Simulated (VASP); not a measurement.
## O2: relaxation of the atoms with PBEsol

System: O2, in a box.

```
O
1.0
     9.00000    0.00000    0.00000
     0.00000    9.50000    0.00000
     0.00000    0.00000   10.00000
O
2
Direct
  0.50000 0.50000 0.43850
  0.50000 0.50000 0.56150
```

```
Program                : VASP 6.6.1
Task                   : relaxation of the atoms
Functional             : PBEsol
Potentials or basis    : VASP PAW PBE potentials, release 64 (O)
Cutoff                 : 520 eV
k mesh                 : 1 × 1 × 1
Occupations            : methfessel-paxton, width 0.05 eV
Spin                   : collinear spin, ferromagnetic start
Starting moments       : [1.0, 1.0] μB
Dipole correction      : no
Further INCAR settings : ALGO = Normal; EDIFF = 1e-06; IBRION = 2; EDIFFG = -0.01; NSW = 80
```

```json
{
 "Energy gained by relaxing": "0.1 meV/atom",
 "Ionic steps": "3",
 "Gap between the frontier levels": "2.26 eV",
 "Net moment": "2.00 μB per cell",
 "Site moments": "O +0.81 μB",
 "Valence electrons inside the program's atomic spheres": "O 4.89"
}
```

The path:
| step | energy change (eV) | largest force (eV/Å) | pressure (GPa) |
| --- | --- | --- | --- |
| 1 | 0.0000 | 0.2102 | -0.03 |
| 2 | 0.0117 | 1.4065 | 0.09 |
| 3 | -0.0003 | 0.0001 | -0.01 |

Final structure:
```yaml
crystal:
  lattice:
    - [9.00000, 0.00000, 0.00000]
    - [0.00000, 9.50000, 0.00000]
    - [0.00000, 0.00000, 10.00000]
  atoms:
    - { symbol: O, position: [0.50000, 0.50000, 0.43864] }
    - { symbol: O, position: [0.50000, 0.50000, 0.56136] }
```

Levels at points of the mesh, in eV from the valence-band top:
Spin up:
```tsv
k point	band 4	band 5	band 6	band 7	band 8	band 9	band 10	band 11
(0.00, 0.00, 0.00)	-6.46	-6.46	0.00	0.00	6.48	7.66	8.01	8.04
```
Spin down:
| k point | band 3 | band 4 | band 5 | band 6 | band 7 | band 8 |
| --- | --- | --- | --- | --- | --- | --- |
| (0.00, 0.00, 0.00) | -5.54 | -4.62 | -4.62 | 2.26 | 2.26 | 6.58 |

Run time: 9.5 min on 1 thread of Intel Xeon 8259CL (shared host), peak memory 1.1 GiB.

Caveat: the standard files for N, O and F lose accuracy on very short bonds; the PAW data sets were made with another functional, which shifts forces and pressure a little.
